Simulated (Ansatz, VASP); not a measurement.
One calculation of LiTlF4, two programs

```
CELL_PARAMETERS angstrom
3.73363 0.00000 0.00000
0.00000 3.73363 0.00000
0.00000 0.00000 5.28015
ATOMIC_POSITIONS crystal
Li 0.00000 0.00000 0.00000
Tl 0.50000 0.50000 0.50000
F 0.50000 0.00000 0.25000
F 0.00000 0.50000 0.75000
F 0.50000 0.00000 0.75000
F 0.00000 0.50000 0.25000
```

Alike in both runs: task relaxation of cell and atoms; functional PBE; k mesh 8 × 8 × 6; occupations gaussian, width 0.02 eV; no spin polarisation.

|  | VASP | Ansatz |
| --- | --- | --- |
| version | VASP 6.6.1 | Ansatz 0.2.0 |
| potentials or method | VASP PAW PBE potentials, release 64 (Li_sv, Tl_d, F), cutoff 600 eV | scalar-relativistic, plane waves, PAW |
| valence electrons in the cell | 44 | 44 |

```csv
,VASP,Ansatz,Ansatz less VASP
"gap on the k mesh at the Fermi level, each at its own relaxed structure (eV)",1.92,1.94,+0.024
relaxed volume (Å³/atom),12.48,12.54,+0.059
relaxed cell length with the largest relative difference (Å),3.760,3.766,+0.0061
```

Spin-orbit coupling is off throughout. Noted on VASP's run: the cutoff is short for stress, so the pressure is rough.
